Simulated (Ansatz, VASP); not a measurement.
**Two plane-wave programs on CdS**

```
Cd S
1.0
     4.15000    0.00000    0.00000
    -2.07500    3.59401    0.00000
     0.00000    0.00000    6.73700
Cd S
2 2
Direct
  0.66667 0.33333 0.50000
  0.33333 0.66667 0.00000
  0.66667 0.33333 0.87500
  0.33333 0.66667 0.37500
```

Alike in both runs: task single point; functional PBE exchange alone; k mesh 7 × 7 × 4; occupations fermi-dirac, width 0.05 eV; no spin polarisation.

|  | VASP | Ansatz |
| --- | --- | --- |
| version | VASP 6.6.1 | Ansatz 0.2.0 |
| potentials or method | VASP PAW PBE potentials, release 64 (Cd, S) | Ansatz PAW |
| plane-wave cutoff (eV) | 520 | 420 |
| valence electrons in the cell | 36 | 52 |

Ansatz gave:

* gap on the k mesh at the Fermi level (eV): 1.17
* least direct gap on the mesh (eV): 1.17
* pressure (GPa): 10.7
* traceless stress, the component that is largest in VASP (GPa): 0.64
* rms of the force components (eV/Å): 0.038

Question: Estimate VASP's values.

Answer: gap on the k mesh at the Fermi level (eV): 1.18; least direct gap on the mesh (eV): 1.18; pressure (GPa): 11.0; traceless stress, the component that is largest in VASP (GPa): 0.65; rms of the force components (eV/Å): 0.039.

VASP's potentials were made for PBE, not for PBE exchange alone. Atom by atom the forces differ by 0.001 eV/Å (rms over components). VASP's potentials hold 36 valence electrons a cell and Ansatz's 52, so a difference there can come from the potentials and not from the codes.

Noted on Ansatz's run: odd divisions of the mesh miss points on the zone boundary, where band edges often lie, so the gap on the mesh can be too wide.
